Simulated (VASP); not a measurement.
LiNbO3: relaxation of cell and atoms with PBE

LiNbO3:

```xyz
10
Lattice="2.6449 1.5270 4.6162 -2.6449 1.5270 4.6162 0.0000 -3.0541 4.6162" Properties=species:S:1:pos:R:3 pbc="T T T"
Li    0.0000    0.0000    3.4621
Li    0.0000    0.0000   10.3864
Nb    0.0000    0.0000    0.0000
Nb    0.0000    0.0000    6.9243
O    -0.5631   -1.5270    5.7702
O     1.6040    0.2759    5.7702
O    -1.0409    1.2512    5.7702
O     0.5631    1.5270    8.0783
O    -1.6040   -0.2759    8.0783
O     1.0409   -1.2512    8.0783
```

```json
{
 "Program": "VASP 6.6.1",
 "Task": "relaxation of cell and atoms",
 "Functional": "PBE",
 "Potentials or basis": "VASP PAW PBE potentials, release 64 (Li_sv, Nb_sv, O)",
 "Cutoff": "600 eV",
 "k mesh": "6 × 6 × 6",
 "Occupations": "gaussian, width 0.02 eV",
 "Spin": "no spin polarisation",
 "Dipole correction": "no",
 "Further INCAR settings": "ALGO = Normal; EDIFF = 1e-06; IBRION = 2; EDIFFG = -0.005; NSW = 100; ISIF = 3"
}
```

```json
{
 "Relaxed volume": "10.83 Å³/atom",
 "Relaxed cell": "a = 5.491 Å, b = 5.491 Å, c = 5.491 Å, α = 56.75°, β = 56.75°, γ = 56.75°",
 "Space group after relaxing (to 0.1 Å)": "R-3c (No. 167)",
 "Energy gained by relaxing": "7.8 meV/atom",
 "Ionic steps": "16",
 "Pressure after relaxing": "0.0 GPa",
 "Band gap on the k mesh": "2.50 eV (least direct gap 2.62 eV)"
}
```

The path:
```tsv
step	energy change (eV)	largest force (eV/Å)	pressure (GPa)	volume (Å³)
1	0.0000	0.2314	-2.09	111.86
2	-0.0236	0.3223	1.45	109.52
3	-0.0236	0.3236	1.51	109.48
4	-0.0446	0.2586	1.24	109.15
5	-0.0761	0.0294	0.45	108.16
6	-0.0763	0.0047	0.37	108.06
7	-0.0774	0.0090	-0.22	108.42
8	-0.0774	0.0113	-0.32	108.48
9	-0.0779	0.0082	-0.02	108.36
10	-0.0779	0.0073	-0.03	108.37
11	-0.0779	0.0068	-0.03	108.37
12	-0.0779	0.0065	-0.02	108.34
13	-0.0779	0.0042	0.08	108.26
14	-0.0779	0.0049	0.05	108.29
15	-0.0779	0.0030	0.03	108.29
16	-0.0779	0.0010	-0.01	108.29
```

Final structure:
```
Li Nb O
1.0
     2.60953    1.50661    4.59069
    -2.60953    1.50661    4.59069
     0.00000   -3.01322    4.59069
Li Nb O
2 2 6
Direct
  0.25000 0.25000 0.25000
  0.75000 0.75000 0.75000
  0.00000 0.00000 0.00000
  0.50000 0.50000 0.50000
  0.13026 0.36974 0.75000
  0.75000 0.13026 0.36974
  0.36974 0.75000 0.13026
  0.86974 0.63026 0.25000
  0.25000 0.86974 0.63026
  0.63026 0.25000 0.86974
```

Levels at points of the mesh, in eV from the valence-band top:
```csv
k point,band 30,band 31,band 32,band 33,band 34,band 35,band 36,band 37,band 38,band 39
"(0.00, 0.00, 0.00)",-0.25,-0.25,-0.21,-0.21,-0.07,2.55,2.55,2.72,4.63,4.63
"(0.50, 0.00, 0.00)",-0.50,-0.28,-0.28,-0.23,-0.23,4.09,4.09,4.14,4.14,4.34
"(0.50, 0.50, 0.00)",-1.08,-0.98,-0.42,-0.31,-0.26,2.50,3.59,3.93,4.32,4.98
"(0.50, 0.50, 0.50)",-0.60,-0.30,-0.30,-0.30,-0.30,4.15,4.15,4.41,4.41,4.41
```

Run time: 13 min on 1 thread of Intel(R) Xeon(R) 6975P-C (Granite Rapids) (shared host), peak memory 0.45 GiB.

Caveat: the cutoff is under 1.25 times the usual one of these potentials, so pressure, stress and relaxed cells hold a basis-set (Pulay) error. A k mesh can miss the band edges.
